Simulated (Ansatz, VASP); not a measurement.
Bi in VASP and in Ansatz

```
CELL_PARAMETERS angstrom
2.20481 1.27295 4.07262
-2.20481 1.27295 4.07262
0.00000 -2.54589 4.07262
ATOMIC_POSITIONS crystal
Bi 0.23389 0.23389 0.23389
Bi 0.76611 0.76611 0.76611
```

Change from the starting cell: strain -0.030 along x and y, +0.030 along z, atoms carried along.

Alike in both runs: task single point; functional PBEsol; k mesh 12 × 12 × 12; occupations gaussian, width 0.15 eV; no spin polarisation.

```csv
,VASP,Ansatz
version,VASP 6.6.1,Ansatz 0.2.0
potentials or method,"VASP PAW PBE potentials, release 64 (Bi_d), cutoff 520 eV","scalar-relativistic, plane waves, PAW"
valence electrons in the cell,30,30
```

Ansatz gave:

```
gap on the k mesh at the Fermi level (eV)                     : none
pressure (GPa)                                                : 1.3
traceless stress, the component that is largest in VASP (GPa) : -1.15
rms of the force components (eV/Å)                            : 0.108
```

Q: Estimate VASP's values.

A: gap on the k mesh at the Fermi level (eV): none; pressure (GPa): 1.2; traceless stress, the component that is largest in VASP (GPa): -1.15; rms of the force components (eV/Å): 0.113.

VASP's potentials were made for PBE, not for PBEsol. Atom by atom the forces differ by 0.005 eV/Å (rms over components). A gap of «none» marks a metal or a gap that the smearing closes. The functional is the same, so the differences come from potentials, cutoffs and numerics.

Neither program's run includes spin-orbit coupling.
